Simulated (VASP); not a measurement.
# Ta3H in VASP: further runs, part 2 of 2

VASP 6.6.1. Earlier steps stand in the parts before.

## 4. Single point, LDA

Contents of INCAR:

```
PREC = Accurate
ENCUT = 520
EDIFF = 1E-6
ISMEAR = 0
SIGMA = 0.1
LREAL = False
LASPH = True
NELM = 100
ALGO = Normal
ISIF = 2
LWAVE = False
LCHARG = False
LDIPOL = True
IDIPOL = 3
DIPOL = 0.5 0.5 0.326
GGA = CA
NBANDS = 44
```

Contents of KPOINTS:

```
regular mesh
0
Gamma
  6 6 1
```

Contents of POSCAR:

```
Ta3H
1.0
    4.6002247492      0.0000000000      0.0000000000
   -2.3001123746      3.9839114959      0.0000000000
    0.0000000000      0.0000000000     22.4017722044
Ta H
6 2
Direct
    0.6666666667      0.3333333333      0.1785573018
    0.3333333333      0.6666666667      0.2204743848
    0.0000000000      0.0000000000      0.2623914678
    0.6666666667      0.3333333333      0.3016814391
    0.3333333333      0.6666666667      0.3385386112
    0.0000000000      0.0000000000      0.3750494438
    0.2334469093      0.6666666667      0.4665600609
    0.4332197574      0.6666666667      0.4665600609
```

Potentials or basis: VASP PAW LDA potentials, release 64 (Ta_pv, H).

Launch:

```sh
cat potpaw_LDA.64/Ta_pv/POTCAR potpaw_LDA.64/H/POTCAR > POTCAR
mpirun -np 1 vasp_std > vasp.out
```

OUTCAR:

```text
PREC = Accurate
   ENCUT = 520
   EDIFF = 1E-6
   ISMEAR = 0
   LREAL = False
   LASPH = True
   NELM = 100
   ISIF = 2
   GGA = CA

 ion  position               nearest neighbor table
   1  0.667  0.333  0.179-   4 2.76   2 2.82   2 2.82   2 2.82   3 3.25   3 3.25   3 3.25
   2  0.333  0.667  0.220-   5 2.64   1 2.82   3 2.82   1 2.82   3 2.82   3 2.82   1 2.82   4 3.22
                             4 3.22   4 3.22
   3  0.000  0.000  0.262-   6 2.52   4 2.80   4 2.80   4 2.80   2 2.82   2 2.82   2 2.82   5 3.16
                             5 3.16   5 3.16   1 3.25   1 3.25   1 3.25
   4  0.667  0.333  0.302-   1 2.76   5 2.78   5 2.78   5 2.78   3 2.80   3 2.80   3 2.80   6 3.12
                             6 3.12   6 3.12   2 3.22   2 3.22   2 3.22
   5  0.333  0.667  0.339-   2 2.64   6 2.78   6 2.78   6 2.78   4 2.78   4 2.78   4 2.78   3 3.16
                             3 3.16   3 3.16
   6  0.000  0.000  0.375-   3 2.52   5 2.78   5 2.78   5 2.78   4 3.12   4 3.12   4 3.12
   7  0.233  0.667  0.467-
   8  0.433  0.667  0.467-

  LATTYP: Found a hexagonal cell.
 ALAT       =     4.6002247492
 C/A-ratio  =     4.8697125523

  Lattice vectors:

 A1 = (   4.6002247492,   0.0000000000,   0.0000000000)
 A2 = (  -2.3001123746,   3.9839114959,   0.0000000000)
 A3 = (   0.0000000000,   0.0000000000,  22.4017722044)

Analysis of symmetry for initial positions (statically):
=====================================================================
 Subroutine PRICEL returns:
 Original cell was already a primitive cell.

 Routine SETGRP: Setting up the symmetry group for a
 hexagonal supercell.

 Subroutine GETGRP returns: Found  2 space group operations
 (whereof  2 operations were pure point group operations)
 out of a pool of 24 trial point group operations.

The static configuration has the point symmetry C_1h.

Analysis of symmetry for dynamics (positions and initial velocities):
=====================================================================
 Subroutine PRICEL returns:
 Original cell was already a primitive cell.

 Routine SETGRP: Setting up the symmetry group for a
 hexagonal supercell.

 Subroutine GETGRP returns: Found  2 space group operations
 (whereof  2 operations were pure point group operations)
 out of a pool of 24 trial point group operations.
[... 141 lines left out ...]

 number of electron      68.0000007 magnetization

 dipolmoment           0.000000      0.000000     -0.011007 electrons x Angstroem

 Free energy of the ion-electron system (eV)
  ---------------------------------------------------
  ext. energy  EPLUGINS =         0.00000000
  ---------------------------------------------------
  free energy    TOTEN  =       -76.15225426 eV

  energy without entropy =      -76.12765659  energy(sigma->0) =      -76.13995542

 E-fermi :  -1.0469     XC(G=0):  -4.5989

 val. band max:       -1.0956824787   @ k =   0.1667   0.1667   0.0000
 cond. band min:      -1.0190860186   @ k =   0.3333   0.3333   0.0000
 fundamental gap:      0.0765964600
 Fermi energy:        -1.0469095577

 k-point     1 :       0.0000    0.0000    0.0000
  band No.  band energies     occupation
      1     -35.5159      2.00000
      2     -35.4316      2.00000
      3     -35.2143      2.00000
      4     -35.2084      2.00000
      5     -35.0810      2.00000
      6     -35.0798      2.00000
[... 600 lines left out ...]
     43       0.8904      0.00000
     44       1.5393      0.00000

------------------------ aborting loop because EDIFF is reached ----------------------------------------

 vacuum level on the upper side and lower side of the slab       (xc-potential included)        -0.232        -0.112

  FORCE on cell =-STRESS in cart. coord.  units (eV):
  Direction    XX          YY          ZZ          XY          YZ          ZX
  --------------------------------------------------------------------------------------
  -------------------------------------------------------------------------------------
  Total       -6.9949198     -4.7354500     -3.6058786      0.0000000     -0.1175964      0.0000000
  in kB      -27.2974583    -18.4799472    -14.0718300      0.0000000     -0.4589164      0.0000000
  external PRESSURE =     -19.9497452 kB  Pullay stress =       0.0000000 kB

 VOLUME and BASIS-vectors are now :
 -----------------------------------------------------------------------------
  energy-cutoff  :      520.00
  volume of cell :      410.55
      direct lattice vectors                 reciprocal lattice vectors
     4.600224749  0.000000000  0.000000000     0.217380683  0.125504796  0.000000000
    -2.300112375  3.983911496  0.000000000     0.000000000  0.251009592  0.000000000
     0.000000000  0.000000000 22.401772204     0.000000000  0.000000000  0.044639325

 POSITION                                       TOTAL-FORCE (eV/Angst)
 -----------------------------------------------------------------------------------
      2.30011      1.32797      4.00000         0.000000      0.020916      2.013111
     -0.00000      2.65594      4.93902         0.000000      0.001954     -0.426903
      0.00000      0.00000      5.87803         0.000000     -0.012483     -1.906678
      2.30011      1.32797      6.75820         0.000000     -0.001119      0.202119
     -0.00000      2.65594      7.58386         0.000000      0.046444      0.323226
      0.00000      0.00000      8.40177         0.000000     -0.048838     -0.017747
     -0.45950      2.65594     10.45177         2.356525     -0.003437     -0.093564
      0.45950      2.65594     10.45177        -2.356525     -0.003437     -0.093564
 -----------------------------------------------------------------------------------
    total drift:                               -0.000000      0.000011      0.000325

  FREE ENERGIE OF THE ION-ELECTRON SYSTEM (eV)
  ---------------------------------------------------
  free  energy   TOTEN  =       -76.1522542554 eV

  energy  without entropy=      -76.1276565860  energy(sigma->0) =      -76.13995542

 vacuum level on the upper side and lower side of the slab         2.460         2.615
```

Wall time 7.8 min (1 thread of Intel Xeon Platinum 8259CL at 2.50GHz (Skylake/Cascade Lake), shared host); peak memory 0.47 GiB.

Results:

| Property | Result |
| --- | --- |
| Free energy | -76.1523 eV |
| Largest force | 2.358 eV/Å |
| Band gap on the k mesh | zero (bands 34 and 35 overlap by 0.01 eV) |

Forces on the atoms (eV/Å):
```
Ta   0.000  0.021  2.013
Ta   0.000  0.002 -0.427
Ta   0.000 -0.012 -1.907
Ta   0.000 -0.001  0.202
Ta   0.000  0.046  0.323
Ta   0.000 -0.049 -0.018
H    2.357 -0.003 -0.094
H   -2.357 -0.003 -0.094
```

Caveat: spin-orbit coupling is left out, which moves the levels of the heavy elements.

## 5. Summary

| cell | gap on the mesh (eV) | largest force (eV/Å) |
| --- | --- | --- |
| as given, atomic positions A | none | 4.30 |
| as given, atomic positions B | none | 1.91 |
| as given, atomic positions C | none | 2.36 |

Alike in all rows: task single point; level LDA; potentials or basis VASP PAW LDA potentials, release 64 (Ta_pv, H); no spin polarisation; k mesh 6 × 6 × 1; cutoff (eV) 520; smearing gaussian 0.1 eV.

Caveats: spin-orbit coupling is left out, which moves the levels of the heavy elements.

Absolute energies hang on the potentials; compare differences alone.

The gap in the log of VASP goes by the Fermi energy; the results here count the filled bands.